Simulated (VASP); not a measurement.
# SnSe (I-4m2) in VASP: single point with HSE06

Aim: the single point of SnSe with HSE06.

All numbers are computed with VASP 6.6.1; they aren't measurements. Logs are shortened: lines on timing, memory, paths and dates and some standing lists are left out, and cuts for length are marked.

## (1) The cell of the first run

Symmetry: I-4m2, No. 119, tetragonal system. The conventional cell has a = 4.757 Å, b = 4.757 Å, c = 6.930 Å, α = 90.00°, β = 90.00°, γ = 90.00°. Sn (site symmetry -4m2) has 4 Se at 2.94 Å within 3.9 Å. Within 3.9 Å of Se (site symmetry -4m2) lie 4 Sn at 2.94 Å.

## (2) Single point, HSE06 (uniaxial x strain +3.0%)

The input, POSCAR:

```
SnSe
1.0
    0.0000000000      3.3639842879      3.3639842879
    3.4649038165      0.0000000000      3.3639842879
    3.4649038165      3.3639842879      0.0000000000
Sn Se
1 1
Direct
    0.0000000000      0.0000000000      0.0000000000
    0.2500000000      0.2500000000      0.2500000000
```

The input, INCAR.step1:

```
SYSTEM = SnSe
PREC     = Accurate       ! precision mode
ENCUT    = 400            ! plane-wave cutoff, eV
EDIFF    = 1E-5           ! SCF threshold, eV
ISMEAR   = -1             ! smearing method
SIGMA    = 0.02           ! smearing width, eV
LREAL    = .False.        ! projectors in reciprocal space
LASPH    = .True.         ! aspherical terms in the spheres
NELM     = 120            ! most SCF steps
ALGO     = Normal         ! electronic algorithm
ISIF     = 2              ! what is computed and relaxed
LWAVE    = .True.         ! write WAVECAR
GGA      = PE             ! functional
NBANDS   = 17             ! bands
GGA_COMPAT= .False.
```

The input, INCAR.step2:

```
SYSTEM = SnSe
PREC     = Accurate       ! precision mode
ENCUT    = 400            ! plane-wave cutoff, eV
EDIFF    = 1E-6           ! SCF threshold, eV
ISMEAR   = -1             ! smearing method
SIGMA    = 0.02           ! smearing width, eV
LREAL    = .False.        ! projectors in reciprocal space
LASPH    = .True.         ! aspherical terms in the spheres
NELM     = 120            ! most SCF steps
ALGO     = Normal         ! electronic algorithm
ISIF     = 2              ! what is computed and relaxed
LWAVE    = .False.        ! write WAVECAR
LCHARG   = .True.         ! write CHGCAR
GGA      = PE             ! functional
LHFCALC  = .True.         ! exact exchange
HFSCREEN = 0.2079         ! screening, 1/A
PRECFOCK = Normal       
LELF     = .True.         ! ELF
LVHAR    = .True.       
ISTART   = 1            
NBANDS   = 17             ! bands
GGA_COMPAT= .False.
```

The input, KPOINTS:

```
Automatic mesh
0
Gamma
  4 4 4
  0 0 0
```

Potentials or basis: VASP PAW PBE potentials, release 64 (Sn_d, Se).

Launch:

```console
> cat potpaw_PBE.64/Sn_d/POTCAR potpaw_PBE.64/Se/POTCAR > POTCAR
> cp INCAR.step1 INCAR
> mpirun -np 1 vasp_std > vasp.out
> cp INCAR.step2 INCAR
> mpirun -np 1 vasp_std > vasp.out
```

OUTCAR:

```text
SYSTEM = SnSe
   PREC = Accurate
   ENCUT = 400
   EDIFF = 1E-6
   ISMEAR = -1
   LREAL = .False.
   LASPH = .True.
   NELM = 120
   ISIF = 2
   GGA = PE
   LHFCALC = .True.
   HFSCREEN = 0.2079
   PRECFOCK = Normal
   ISTART = 1

 ion  position               nearest neighbor table
   1  0.000  0.000  0.000-   2 2.94   2 2.94   2 2.94   2 2.94
   2  0.250  0.250  0.250-   1 2.94   1 2.94   1 2.94   1 2.94

  LATTYP: Found a body centered tetragonal cell.
 ALAT       =     4.7573922036
 C/A-ratio  =     1.4566399692

  Lattice vectors:

 A1 = (   3.4649038165,   0.0000000000,   3.3639842879)
 A2 = (   3.4649038165,   0.0000000000,  -3.3639842879)
 A3 = (  -3.4649038165,   3.3639842879,   0.0000000000)

Analysis of symmetry for initial positions (statically):
=====================================================================
 Subroutine PRICEL returns:
 Original cell was already a primitive cell.

 Routine SETGRP: Setting up the symmetry group for a
 body centered tetragonal supercell.

 Subroutine GETGRP returns: Found  8 space group operations
 (whereof  8 operations were pure point group operations)
 out of a pool of 16 trial point group operations.

The static configuration has the point symmetry D_2d.

Analysis of symmetry for dynamics (positions and initial velocities):
=====================================================================
 Subroutine PRICEL returns:
 Original cell was already a primitive cell.

 Routine SETGRP: Setting up the symmetry group for a
 body centered tetragonal supercell.

 Subroutine GETGRP returns: Found  8 space group operations
 (whereof  8 operations were pure point group operations)
 out of a pool of 16 trial point group operations.

The dynamic configuration has the point symmetry D_2d.

 Subroutine INISYM returns: Found  8 space group operations
 (whereof  8 operations are pure point group operations),
 and found     1 'primitive' translations

----------------------------------------------------------------------------------------

                                     Primitive cell

  volume of cell :      78.4204

  direct lattice vectors                    reciprocal lattice vectors
[... 77 lines left out ...]
   EDIFFG = 0.1E-04   stopping-criterion for IOM
   NSW    =      0    number of steps for IOM
   IBRION =     -1    ionic relax: 0-MD 1-quasi-New 2-CG
   NFREE  =      0    steps in history (QN), initial steepest desc. (CG)
   ISIF   =      2    stress and relaxation
   ISYM   =      3    0-nonsym 1-usesym 2-fastsym
   POTIM  = 0.5000    time-step for ionic-motion
   TEBEG  =    0.0;   TEEND  =   0.0 temperature during run
   PSTRESS=    0.0 pullay stress
   NELECT =      20.0000    total number of electrons
   NUPDOWN=      -1.0000    fix difference up-down
   EMIN   =  10.00;   EMAX   =-10.00  energy-range for DOS
   EFERMI =   0.00;   METHOD = LEGACY
   ISMEAR =    -1;   SIGMA  =   0.02  broadening in eV -4-tet -1-fermi 0-gaus
   EFERMI_NEDOS =   21; number of points for ismear=-14 and -15
   IALGO  =     38    algorithm
   IMIX   =      1    mixing-type and parameters
     AMIX     =   0.40;   BMIX     =  1.00
     AMIX_MAG =   1.60;   BMIX_MAG =  1.00
  volume/ion in A,a.u.               =      39.21       264.60
  Fermi-wavevector in a.u.,A,eV,Ry     =   1.038186  1.961887 14.664767  1.077830
  Thomas-Fermi vector in A             =   2.172658
   LORBIT       =      0    0 simple, 1 ext, 2 COOP (PROOUT), +10 PAW based schemes
   GGA     = PE    functional components
   LHFCALC =     T    Hartree Fock is set to
   PRECFOCK=normal    Normal, Fast or Accurate (Low or Medium for compatibility)
   ENCUT4O =  -1.0   cutoff for four orbital integrals eV
   NKREDX  =     1    reduce k-point grid by
   NKREDY  =     1    reduce k-point grid by
   NKREDZ  =     1    reduce k-point grid by
   AEXX    =    0.2500 exact exchange contribution
   HFSCREEN=    0.2079 screening length (either q_TF or 0.3 A-1)
   HFSCREENC=   0.2079 screening length for correlation (either q_TF or 0.3 A-1)
   ENCUTFOCK=  -1.0 apply spherical cutoff to Coloumb kernel
   IVDW    =     0    specifies the selected vdW correction
   LEPSILON=     F    determine dielectric tensor
   LRPA    =     F    only Hartree local field effects (RPA)
 non-spin polarized calculation
  energy-cutoff  :      400.00
  volume of cell :       78.42
 maximum number of plane-waves:      1435
 NGX is ok and might be reduce to    32
  NGX = 24; NGY = 24; NGZ = 24

 number of electron      19.9999988 magnetization

 Free energy of the ion-electron system (eV)
  ---------------------------------------------------
  ext. energy  EPLUGINS =         0.00000000
  ---------------------------------------------------
  free energy    TOTEN  =        -9.20958975 eV

  energy without entropy =       -9.20958587  energy(sigma->0) =       -9.20958781

 E-fermi :   2.7529     XC(G=0):  -6.4891

 val. band max:        2.5631903612   @ k =  -0.2500   0.5000   0.2500
 cond. band min:       2.9288683129   @ k =   0.5000   0.5000   0.0000
 fundamental gap:      0.3656779517
 Fermi energy:         2.7528546974

 k-point     1 :       0.0000    0.0000    0.0000
  band No.  band energies     occupation
      1     -21.5219      2.00000
      2     -21.5180      2.00000
      3     -21.5180      2.00000
      4     -21.5077      2.00000
      5     -21.5034      2.00000
      6     -11.9851      2.00000
[... 237 lines left out ...]
      4     -21.5060      2.00000
      5     -21.5051      2.00000
      6     -11.3395      2.00000
[... 9 lines left out ...]
     16      12.6470      0.00000
     17      12.6470      0.00000

------------------------ aborting loop because EDIFF is reached ----------------------------------------

  FORCE on cell =-STRESS in cart. coord.  units (eV):
  Direction    XX          YY          ZZ          XY          YZ          ZX
  --------------------------------------------------------------------------------------
  -------------------------------------------------------------------------------------
  Total       -0.4791542     -0.4254655     -0.4254655      0.0000000      0.0000000      0.0000000
  in kB       -9.7894167     -8.6925226     -8.6925226      0.0000000      0.0000000      0.0000000
  external PRESSURE =      -9.0581540 kB  Pullay stress =       0.0000000 kB

 VOLUME and BASIS-vectors are now :
 -----------------------------------------------------------------------------
  energy-cutoff  :      400.00
  volume of cell :       78.42
      direct lattice vectors                 reciprocal lattice vectors
     0.000000000  3.363984288  3.363984288    -0.144304150  0.148633274  0.148633274
     3.464903817  0.000000000  3.363984288     0.144304150 -0.148633274  0.148633274
     3.464903817  3.363984288  0.000000000     0.144304150  0.148633274 -0.148633274

 POSITION                                       TOTAL-FORCE (eV/Angst)
 -----------------------------------------------------------------------------------
      0.00000      0.00000      0.00000        -0.000000     -0.000000     -0.000000
      1.73245      1.68199      1.68199         0.000000      0.000000      0.000000
 -----------------------------------------------------------------------------------
    total drift:                               -0.000009     -0.000001      0.000001

  FREE ENERGIE OF THE ION-ELECTRON SYSTEM (eV)
  ---------------------------------------------------
  free  energy   TOTEN  =        -9.2095897451 eV

  energy  without entropy=       -9.2095858674  energy(sigma->0) =       -9.20958781
```

OUTCAR.step1:

```text
SYSTEM = SnSe
   PREC = Accurate
   ENCUT = 400
   EDIFF = 1E-5
   ISMEAR = -1
   LREAL = .False.
[... 469 lines left out ...]
      0.00000      0.00000      0.00000        -0.000000     -0.000000     -0.000000
      1.73245      1.68199      1.68199         0.000000      0.000000      0.000000
 -----------------------------------------------------------------------------------
    total drift:                                0.000000      0.000000      0.000000

  FREE ENERGIE OF THE ION-ELECTRON SYSTEM (eV)
  ---------------------------------------------------
  free  energy   TOTEN  =        -7.7637577791 eV

  energy  without entropy=       -7.7615569456  energy(sigma->0) =       -7.76265736
```

Wall time 10 min (1 thread of Oxide Virtual Turin-like, shared host); peak memory 0.26 GiB.

What came out:

- Free energy: -9.2096 eV
- Pressure: -0.9 GPa
- Band gap on the k mesh: 0.37 eV (least direct gap 1.05 eV)

Stress tensor (GPa, compression positive):
```
-0.98  0.00  0.00
 0.00 -0.87  0.00
 0.00  0.00 -0.87
```

Caveat: the cell differs from its parent crystal (uniaxial x strain +3.0%); the structure was generated, so it needn't be the stable form of SnSe; the PAW data sets were made with another functional, which shifts forces and pressure a little; spin-orbit coupling is left out, which moves the levels of the heavy elements.
